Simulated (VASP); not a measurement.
A run of VASP 6.6.1 is set up as follows.

File POSCAR:

```
P
1.0
    1.6550000000     -5.2500000000      0.0000000000
    1.6550000000      5.2500000000      0.0000000000
    0.0000000000      0.0000000000      4.3800000000
P
4
Direct
    0.1008377615      0.8991622385      0.0828190798
    0.6008377615      0.3991622385      0.4171809202
    0.8991622385      0.1008377615      0.9171809202
    0.3991622385      0.6008377615      0.5828190798
```

The input INCAR.step1:

```
ALGO     = Normal         # electronic algorithm
EDIFF    = 1E-4           # SCF threshold, eV
ENCUT    = 520            # plane-wave cutoff, eV
GGA      = PE             # functional
ISMEAR   = 0              # smearing method
LASPH    = True           # aspherical terms in the spheres
LCHARG   = False          # write CHGCAR
LREAL    = False          # projectors in reciprocal space
LWAVE    = True           # write WAVECAR
NBANDS   = 18             # bands
NELM     = 100            # most SCF steps
PREC     = Accurate       # precision mode
SIGMA    = 0.01           # smearing width, eV
```

INCAR.step2

```
ALGO     = Normal         # electronic algorithm
EDIFF    = 1E-7           # SCF threshold, eV
ENCUT    = 520            # plane-wave cutoff, eV
ISIF     = 2              # what is computed and relaxed
ISMEAR   = 0              # smearing method
ISTART   = 1            
LASPH    = True           # aspherical terms in the spheres
LCHARG   = False          # write CHGCAR
LMIXTAU  = True         
LREAL    = False          # projectors in reciprocal space
LWAVE    = False          # write WAVECAR
METAGGA  = R2SCAN         # meta-GGA
NBANDS   = 18             # bands
NELM     = 100            # most SCF steps
PREC     = Accurate       # precision mode
SIGMA    = 0.01           # smearing width, eV
```

The input KPOINTS:

```
k-points
0
Gamma
  5 5 7
```

Potentials or basis: VASP PAW PBE potentials, release 64 (P).

Command:

```console
$ cat potpaw_PBE.64/P/POTCAR > POTCAR
$ cp INCAR.step1 INCAR
$ mpirun -np 1 vasp_std > vasp.out
$ cp INCAR.step2 INCAR
$ mpirun -np 1 vasp_std > vasp.out
```

**Question.** Predict the pressure.

**Answer.** 1.3 GPa.

**Question.** What does it give for the largest force?

**Answer.** 0.102 eV/Å.

Forces on the atoms (eV/Å):
```
P    0.000  0.063  0.080
P    0.000  0.063 -0.080
P    0.000 -0.063 -0.080
P    0.000 -0.063  0.080
```

Caveat: the PAW data sets were made with another functional, which shifts forces and pressure a little.
